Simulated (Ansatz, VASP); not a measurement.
## SiC: VASP beside Ansatz

```
Si C
1.0
     3.09197    0.00000    0.00000
    -1.54599    2.67773    0.00000
     0.00000    0.00000    5.07406
Si C
2 2
Direct
  0.33333 0.66667 0.00457
  0.66667 0.33333 0.50457
  0.33333 0.66667 0.38043
  0.66667 0.33333 0.88043
```

Alike in both runs: functional PBE; k mesh 8 × 8 × 5; no spin polarisation.

Ansatz relaxed the structure, and its values are those at the end. VASP's run is a single point on that final structure, the one shown.

|  | VASP | Ansatz |
| --- | --- | --- |
| version | VASP 6.6.1 | Ansatz 0.2.0 |
| potentials or method | VASP PAW PBE potentials, release 64 (Si, C), cutoff 520 eV | plane waves, PAW |
| occupations | gaussian, width 0.01 eV | fixed |
| valence electrons in the cell | 16 | 16 |

```tsv
	VASP	Ansatz	Ansatz less VASP
pressure (GPa)	0.0	0.0	+0.05
```
